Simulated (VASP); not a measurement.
# SiC (Moissanite 6H) (P6_3mc) in VASP: a series of runs

Aim: see how the results for SiC (Moissanite 6H) move with the level of theory and the settings. Levels: PBE, PBEsol. Tasks: single point.

Program: VASP 6.6.1. These are calculated values, not measurements. Logs are shortened: lines on timing, memory, paths and dates and some standing lists are left out, and cuts for length are marked.

**1. The cell of the first run**

The structure is hexagonal, space group P6_3mc (No. 186). Conventional cell: a = 3.053 Å, b = 3.053 Å, c = 14.965 Å, α = 90.00°, β = 90.00°, γ = 120.00°. Si (site symmetry 3m) has 4 C at 1.87 Å within 2.5 Å. Si (site symmetry 3m) has 4 C at 1.87 Å within 2.5 Å. Within 2.5 Å of Si (site symmetry 3m) lie 4 C at 1.87 Å. Within 2.5 Å of C (site symmetry 3m) lie 4 Si at 1.87 Å. C (site symmetry 3m) has 4 Si at 1.87 Å within 2.5 Å. C (site symmetry 3m) has 4 Si at 1.87 Å within 2.5 Å.

**2. Single point, PBE**

The input, INCAR:

```
SYSTEM = SiC
ALGO = Normal ; EDIFF = 1E-7
ENCUT = 520 ; GGA = PE
ISIF = 2 ; ISMEAR = -1
LASPH = .True. ; LCHARG = .False.
LREAL = .False. ; LWAVE = .False.
NBANDS = 36 ; NELM = 60
PREC = Accurate ; SIGMA = 0.05
```

The input, KPOINTS:

```
k-points
0
Gamma
  10 10 2
  0 0 0
```

The input, POSCAR:

```
SiC
1.0
    3.0531705480      0.0000000000      0.0000000000
   -1.5265852740      2.6441232567      0.0000000000
    0.0000000000      0.0000000000     14.9649748670
Si C
6 6
Direct
    0.6666666667      0.3333333333      0.4583000000
    0.3333333333      0.6666666667      0.9583000000
    0.6666666667      0.3333333333      0.7917000000
    0.3333333333      0.6666666667      0.2917000000
    0.0000000000      0.0000000000      0.6250000000
    0.0000000000      0.0000000000      0.1250000000
    0.6666666667      0.3333333333      0.3333000000
    0.3333333333      0.6666666667      0.8333000000
    0.6666666667      0.3333333333      0.6667000000
    0.3333333333      0.6666666667      0.1667000000
    0.0000000000      0.0000000000      0.5000000000
    0.0000000000      0.0000000000      0.0000000000
```

Potentials or basis: VASP PAW PBE potentials, release 64 (Si, C).

Launch:

```bash
cat potpaw_PBE.64/Si/POTCAR potpaw_PBE.64/C/POTCAR > POTCAR
mpirun -np 1 vasp_std > vasp.out
```

OUTCAR:

```text
SYSTEM = SiC
   EDIFF = 1E-7
   ENCUT = 520
   GGA = PE
   ISIF = 2
   ISMEAR = -1
   LASPH = .True.
   LREAL = .False.
   NELM = 60
   PREC = Accurate

 ion  position               nearest neighbor table
   1  0.667  0.333  0.458-  11 1.87  11 1.87  11 1.87   7 1.87   4 3.05   4 3.05   4 3.05   5 3.05
                             5 3.05   5 3.05
   2  0.333  0.667  0.958-  12 1.87  12 1.87  12 1.87   8 1.87   3 3.05   3 3.05   3 3.05   6 3.05
                             6 3.05   6 3.05
   3  0.667  0.333  0.792-   8 1.87   8 1.87   8 1.87   9 1.87   2 3.05   2 3.05   2 3.05   5 3.05
                             5 3.05   5 3.05
   4  0.333  0.667  0.292-   7 1.87   7 1.87   7 1.87  10 1.87   1 3.05   1 3.05   1 3.05   6 3.05
                             6 3.05   6 3.05
   5  0.000  0.000  0.625-   9 1.87   9 1.87   9 1.87  11 1.87   3 3.05   1 3.05   1 3.05   3 3.05
                             3 3.05   1 3.05
   6  0.000  0.000  0.125-  10 1.87  10 1.87  10 1.87  12 1.87   4 3.05   2 3.05   4 3.05   2 3.05
                             2 3.05   4 3.05
   7  0.667  0.333  0.333-   4 1.87   4 1.87   4 1.87   1 1.87
   8  0.333  0.667  0.833-   3 1.87   3 1.87   3 1.87   2 1.87
   9  0.667  0.333  0.667-   5 1.87   5 1.87   5 1.87   3 1.87
  10  0.333  0.667  0.167-   6 1.87   6 1.87   6 1.87   4 1.87
  11  0.000  0.000  0.500-   1 1.87   1 1.87   1 1.87   5 1.87
  12  0.000  0.000  0.000-   2 1.87   2 1.87   2 1.87   6 1.87

  LATTYP: Found a hexagonal cell.
 ALAT       =     3.0531705480
 C/A-ratio  =     4.9014539580

  Lattice vectors:

 A1 = (   3.0531705480,   0.0000000000,   0.0000000000)
 A2 = (  -1.5265852740,   2.6441232567,   0.0000000000)
 A3 = (   0.0000000000,   0.0000000000,  14.9649748670)

Analysis of symmetry for initial positions (statically):
=====================================================================
 Subroutine PRICEL returns:
 Original cell was already a primitive cell.

 Routine SETGRP: Setting up the symmetry group for a
 hexagonal supercell.

 Subroutine GETGRP returns: Found 12 space group operations
 (whereof  6 operations were pure point group operations)
 out of a pool of 24 trial point group operations.

The static configuration has the point symmetry C_3v.
 The point group associated with its full space group is C_6v.

Analysis of symmetry for dynamics (positions and initial velocities):
=====================================================================
 Subroutine PRICEL returns:
 Original cell was already a primitive cell.

 Routine SETGRP: Setting up the symmetry group for a
 hexagonal supercell.

 Subroutine GETGRP returns: Found 12 space group operations
 (whereof  6 operations were pure point group operations)
 out of a pool of 24 trial point group operations.

The dynamic configuration has the point symmetry C_3v.
 The point group associated with its full space group is C_6v.

 Subroutine INISYM returns: Found 12 space group operations
 (whereof  6 operations are pure point group operations),
 and found     1 'primitive' translations

----------------------------------------------------------------------------------------

                                     Primitive cell

  volume of cell :     120.8116

  direct lattice vectors                    reciprocal lattice vectors
     3.053170548  0.000000000  0.000000000     0.327528379  0.189098598  0.000000000
    -1.526585274  2.644123257  0.000000000     0.000000000  0.378197195  0.000000000
     0.000000000  0.000000000 14.964974867     0.000000000  0.000000000  0.066822698

  length of vectors
     3.053170548  3.053170548 14.964974867     0.378197195  0.378197195  0.066822698

  position of ions in fractional coordinates (direct lattice)
     0.666666667  0.333333333  0.458300000
     0.333333333  0.666666667  0.958300000
     0.666666667  0.333333333  0.791700000
     0.333333333  0.666666667  0.291700000
     0.000000000  0.000000000  0.625000000
     0.000000000  0.000000000  0.125000000
     0.666666667  0.333333333  0.333300000
     0.333333333  0.666666667  0.833300000
     0.666666667  0.333333333  0.666700000
     0.333333333  0.666666667  0.166700000
     0.000000000  0.000000000  0.500000000
     0.000000000  0.000000000  0.000000000

  ion indices of the primitive-cell ions
   primitive index   ion index
                 1           1
                 2           2
                 3           3
                 4           4
                 5           5
                 6           6
                 7           7
                 8           8
                 9           9
                10          10
                11          11
                12          12

----------------------------------------------------------------------------------------

 KPOINTS: k-points

Automatic generation of k-mesh.
 Grid dimensions read from file:
 generate k-points for:   10   10    2

 Generating k-lattice:

  Cartesian coordinates                     Fractional coordinates (reciprocal lattice)
     0.032752838  0.018909860  0.000000000     0.100000000  0.000000000  0.000000000
     0.000000000  0.037819720  0.000000000     0.000000000  0.100000000  0.000000000
     0.000000000  0.000000000  0.033411349     0.000000000  0.000000000  0.500000000

  Length of vectors
     0.037819720  0.037819720  0.033411349

  Shift w.r.t. Gamma in fractional coordinates (k-lattice)
     0.000000000  0.000000000  0.000000000

 Subroutine IBZKPT returns following result:
 ===========================================

 Found     28 irreducible k-points:

 Following reciprocal coordinates:
            Coordinates               Weight
  0.000000  0.000000  0.000000      1.000000
  0.100000  0.000000  0.000000      6.000000
  0.200000  0.000000  0.000000      6.000000
  0.300000  0.000000  0.000000      6.000000
  0.400000 -0.000000  0.000000      6.000000
  0.500000  0.000000  0.000000      3.000000
[... 16 lines left out ...]
  0.300000  0.100000  0.500000     12.000000
  0.400000  0.100000  0.500000     12.000000
 [... further k-points ...]
   k-points           NKPTS =     28   k-points in BZ     NKDIM =     28   number of bands    NBANDS=     36
   number of dos      NEDOS =    301   number of ions     NIONS =     12
   total plane-waves  NPLWV =  64512
   dimension x,y,z NGX =    24 NGY =   24 NGZ =  112
   dimension x,y,z NGXF=    48 NGYF=   48 NGZF=  224
   ions per type =               6   6
   NGX,Y,Z   is equivalent  to a cutoff of  13.07, 13.07, 12.44 a.u.
   NGXF,Y,Z  is equivalent  to a cutoff of  26.14, 26.14, 24.88 a.u.
 SYSTEM =  SiC
   PREC   = accura    normal or accurate (medium, high low for compatibility)
   ISTART =      0    job   : 0-new  1-cont  2-samecut
   ICHARG =      2    charge: 1-file 2-atom 10-const
   ISPIN  =      1    spin polarized calculation?
   LNONCOLLINEAR =      F non collinear calculations
   LSORBIT =      F    spin-orbit coupling
   LASPH  =      T    aspherical Exc in radial PAW
   ENCUT  =  520.0 eV  38.22 Ry    6.18 a.u.   5.68  5.68 27.82*2*pi/ulx,y,z
   NELM   =     60;   NELMIN=  2; NELMDL= -5     # of ELM steps
   EDIFF  = 0.1E-06   stopping-criterion for ELM
   LREAL  =      F    real-space projection
   EDIFFG = 0.1E-05   stopping-criterion for IOM
   NSW    =      0    number of steps for IOM
   IBRION =     -1    ionic relax: 0-MD 1-quasi-New 2-CG
   NFREE  =      0    steps in history (QN), initial steepest desc. (CG)
   ISIF   =      2    stress and relaxation
   ISYM   =      2    0-nonsym 1-usesym 2-fastsym
   POTIM  = 0.5000    time-step for ionic-motion
   TEBEG  =    0.0;   TEEND  =   0.0 temperature during run
   PSTRESS=    0.0 pullay stress
   NELECT =      48.0000    total number of electrons
   NUPDOWN=      -1.0000    fix difference up-down
   EMIN   =  10.00;   EMAX   =-10.00  energy-range for DOS
   EFERMI =   0.00;   METHOD = LEGACY
   ISMEAR =    -1;   SIGMA  =   0.05  broadening in eV -4-tet -1-fermi 0-gaus
   EFERMI_NEDOS =   21; number of points for ismear=-14 and -15
   IALGO  =     38    algorithm
   IMIX   =      4    mixing-type and parameters
     AMIX     =   0.40;   BMIX     =  1.00
     AMIX_MAG =   1.60;   BMIX_MAG =  1.00
  volume/ion in A,a.u.               =      10.07        67.94
  Fermi-wavevector in a.u.,A,eV,Ry     =   1.203517  2.274318 19.707411  1.448454
  Thomas-Fermi vector in A             =   2.339268
   LORBIT       =      0    0 simple, 1 ext, 2 COOP (PROOUT), +10 PAW based schemes
   GGA     = PE    functional components
   LHFCALC =     F    Hartree Fock is set to
   AEXX    =    0.0000 exact exchange contribution
   IVDW    =     0    specifies the selected vdW correction
   LEPSILON=     F    determine dielectric tensor
   LRPA    =     F    only Hartree local field effects (RPA)
 non-spin polarized calculation
  energy-cutoff  :      520.00
  volume of cell :      120.81
 maximum number of plane-waves:      3282
 NGX is ok and might be reduce to    24
   NGX = 11   NGY = 11   NGZ = 55

 number of electron      47.9999996 magnetization

 Free energy of the ion-electron system (eV)
  ---------------------------------------------------
  ext. energy  EPLUGINS =         0.00000000
  ---------------------------------------------------
  free energy    TOTEN  =       -90.22163979 eV

  energy without entropy =      -90.22163979  energy(sigma->0) =      -90.22163979

 E-fermi :   9.4758     XC(G=0): -11.4739

 val. band max:        8.4667126062   @ k =   0.0000   0.0000   0.0000
 cond. band min:      10.4787748151   @ k =   0.5000   0.0000   0.0000
 fundamental gap:      2.0120622089
 Fermi energy:         9.4757977017

 k-point     1 :       0.0000    0.0000    0.0000
  band No.  band energies     occupation
      1      -7.2106      2.00000
      2      -6.6818      2.00000
      3      -6.6345      2.00000
      4      -5.1078      2.00000
      5      -5.0744      2.00000
      6      -3.5303      2.00000
[... 28 lines left out ...]
     35      16.0412      0.00000
     36      16.0574      0.00000

 k-point     2 :       0.1000    0.0000    0.0000
  band No.  band energies     occupation
      1      -7.0333      2.00000
      2      -6.5072      2.00000
      3      -6.4593      2.00000
      4      -4.9420      2.00000
      5      -4.9080      2.00000
      6      -3.3819      2.00000
[... 28 lines left out ...]
     35      16.0399      0.00000
     36      16.0731      0.00000

 k-point     3 :       0.2000    0.0000    0.0000
  band No.  band energies     occupation
      1      -6.5080      2.00000
      2      -5.9908      2.00000
      3      -5.9409      2.00000
      4      -4.4562      2.00000
      5      -4.4205      2.00000
      6      -2.9575      2.00000
[... 28 lines left out ...]
     35      16.5490      0.00000
     36      16.8632      0.00000

 k-point     4 :       0.3000    0.0000    0.0000
  band No.  band energies     occupation
      1      -5.6588      2.00000
      2      -5.1624      2.00000
      3      -5.1073      2.00000
      4      -3.7022      2.00000
      5      -3.6629      2.00000
      6      -2.3586      2.00000
[... 28 lines left out ...]
     35      16.4944      0.00000
     36      16.7092      0.00000

 k-point     5 :       0.4000   -0.0000    0.0000
  band No.  band energies     occupation
      1      -4.5593      2.00000
      2      -4.1236      2.00000
      3      -4.0502      2.00000
      4      -2.8923      2.00000
      5      -2.8478      2.00000
      6      -1.9853      2.00000
[... 655 lines left out ...]
 k-point    22 :       0.2000    0.1000    0.5000
  band No.  band energies     occupation
      1      -5.8594      2.00000
      2      -5.8594      2.00000
      3      -4.8167      2.00000
      4      -4.8167      2.00000
      5      -3.0660      2.00000
      6      -3.0660      2.00000
[... 28 lines left out ...]
     35      16.6658      0.00000
     36      16.6658      0.00000

 k-point    23 :       0.3000    0.1000    0.5000
  band No.  band energies     occupation
      1      -4.8826      2.00000
      2      -4.8826      2.00000
      3      -3.9095      2.00000
      4      -3.9095      2.00000
      5      -2.3953      2.00000
      6      -2.3953      2.00000
[... 28 lines left out ...]
     35      16.3222      0.00000
     36      16.3222      0.00000

 k-point    24 :       0.4000    0.1000    0.5000
  band No.  band energies     occupation
      1      -3.7819      2.00000
      2      -3.7819      2.00000
      3      -3.0654      2.00000
      4      -3.0654      2.00000
      5      -2.1974      2.00000
      6      -2.1974      2.00000
[... 28 lines left out ...]
     35      16.1586      0.00000
     36      16.1586      0.00000

 [... further k-points ...]
[... 5 lines left out ...]
  --------------------------------------------------------------------------------------
  -------------------------------------------------------------------------------------
  Total        7.0501444      7.0501444      7.6557953      0.0000000      0.0000000     -0.0000000
  in kB       93.4974661     93.4974661    101.5294756      0.0000000      0.0000000     -0.0000000
  external PRESSURE =      96.1748026 kB  Pullay stress =       0.0000000 kB

 VOLUME and BASIS-vectors are now :
 -----------------------------------------------------------------------------
  energy-cutoff  :      520.00
  volume of cell :      120.81
      direct lattice vectors                 reciprocal lattice vectors
     3.053170548  0.000000000  0.000000000     0.327528379  0.189098598  0.000000000
    -1.526585274  2.644123257  0.000000000     0.000000000  0.378197195  0.000000000
     0.000000000  0.000000000 14.964974867     0.000000000  0.000000000  0.066822698

 POSITION                                       TOTAL-FORCE (eV/Angst)
 -----------------------------------------------------------------------------------
      1.52659      0.88137      6.85845         0.000000      0.000000      0.061083
     -0.00000      1.76275     14.34094         0.000000     -0.000000      0.061083
      1.52659      0.88137     11.84777        -0.000000     -0.000000      0.029338
     -0.00000      1.76275      4.36528         0.000000      0.000000      0.029338
      0.00000      0.00000      9.35311         0.000000     -0.000000      0.040764
      0.00000      0.00000      1.87062        -0.000000      0.000000      0.040764
      1.52659      0.88137      4.98783         0.000000     -0.000000     -0.016382
     -0.00000      1.76275     12.47031        -0.000000      0.000000     -0.016382
      1.52659      0.88137      9.97715         0.000000     -0.000000      0.033949
     -0.00000      1.76275      2.49466        -0.000000      0.000000      0.033949
      0.00000      0.00000      7.48249         0.000000      0.000000     -0.148753
      0.00000      0.00000      0.00000         0.000000      0.000000     -0.148753
 -----------------------------------------------------------------------------------
    total drift:                               -0.000000     -0.000000      0.000165

  FREE ENERGIE OF THE ION-ELECTRON SYSTEM (eV)
  ---------------------------------------------------
  free  energy   TOTEN  =       -90.2216397916 eV

  energy  without entropy=      -90.2216397914  energy(sigma->0) =      -90.22163979
```

Run time: 3.8 min. Hardware: 1 thread of AMD EPYC 7R13, shared host; peak memory 0.25 GiB.

What came out:

- Free energy: -90.2216 eV
- Pressure: 9.6 GPa
- Largest force: 0.149 eV/Å
- Band gap on the k mesh: 2.01 eV, indirect (least direct gap 3.11 eV)

Forces in eV/Å, atoms in the order of the input:
```
Si   0.000  0.000  0.061
Si   0.000  0.000  0.061
Si   0.000  0.000  0.029
Si   0.000  0.000  0.029
Si   0.000  0.000  0.041
Si   0.000  0.000  0.041
C    0.000  0.000 -0.016
C    0.000  0.000 -0.016
C    0.000  0.000  0.034
C    0.000  0.000  0.034
C    0.000  0.000 -0.149
C    0.000  0.000 -0.149
```

**3. Single point, PBEsol**

This run uses another cell than the first one, of 10.28 Å³/atom, 1.021 times its volume.

The input, INCAR:

```
ALGO = Normal
EDIFF = 1E-7
ENCUT = 520
GGA = PS
ISIF = 2
ISMEAR = -1
LASPH = T
LCHARG = F
LREAL = F
LWAVE = F
NBANDS = 36
NELM = 80
PREC = Accurate
SIGMA = 0.05
```

The input, KPOINTS:

```
k-points
0
Gamma
  10 10 2
```

Changes to POSCAR since step 2:

```diff
@@ -2,5 +2,5 @@
 1.0
-    3.0531705480      0.0000000000      0.0000000000
-   -1.5265852740      2.6441232567      0.0000000000
-    0.0000000000      0.0000000000     14.9649748670
+    3.0742275620      0.0000000000      0.0000000000
+   -1.5371137810      2.6623591657      0.0000000000
+    0.0000000000      0.0000000000     15.0681848517
 Si C
```

Potentials or basis: VASP PAW PBE potentials, release 64 (Si, C).

Launch:

```bash
cat potpaw_PBE.64/Si/POTCAR potpaw_PBE.64/C/POTCAR > POTCAR
mpirun -np 1 vasp_std > vasp.out
```

Run time: 3.6 min. Hardware: 1 thread of AMD EPYC 7R13, shared host; peak memory 0.25 GiB.

Results (log left out):

```
Free energy            : -95.4992 eV
Pressure               : 1.6 GPa
Largest force          : 0.147 eV/Å
Band gap on the k mesh : 1.90 eV, indirect (least direct gap 3.01 eV)
```

Forces in eV/Å, atoms in the order of the input:
```
Si   0.000  0.000  0.057
Si   0.000  0.000  0.057
Si   0.000  0.000  0.027
Si   0.000  0.000  0.027
Si   0.000  0.000  0.044
Si   0.000  0.000  0.044
C    0.000  0.000 -0.014
C    0.000  0.000 -0.014
C    0.000  0.000  0.033
C    0.000  0.000  0.033
C    0.000  0.000 -0.147
C    0.000  0.000 -0.147
```

Stress tensor (GPa, compression positive):
```
1.34 0.00 0.00
0.00 1.34 0.00
0.00 0.00 2.14
```

Levels at points of the mesh, in eV from the valence-band top:
| k point | band 20 | band 21 | band 22 | band 23 | band 24 | band 25 | band 26 | band 27 | band 28 | band 29 |
| --- | --- | --- | --- | --- | --- | --- | --- | --- | --- | --- |
| (0.00, 0.00, 0.00) | -0.30 | -0.30 | -0.05 | 0.00 | 0.00 | 5.15 | 5.32 | 5.74 | 6.25 | 6.33 |
| (0.50, 0.00, 0.00) | -2.29 | -1.83 | -1.80 | -1.70 | -1.10 | 1.90 | 2.09 | 3.10 | 3.80 | 4.50 |
| (0.00, 0.00, 0.50) | -0.65 | -0.10 | -0.10 | -0.10 | -0.10 | 5.22 | 5.22 | 5.97 | 5.97 | 6.66 |
| (0.50, 0.00, 0.50) | -2.38 | -1.74 | -1.74 | -1.31 | -1.31 | 1.95 | 1.95 | 3.32 | 3.32 | 4.75 |

Caveat: the PAW data sets were made with another functional, which shifts forces and pressure a little. A k mesh can miss the band edges.
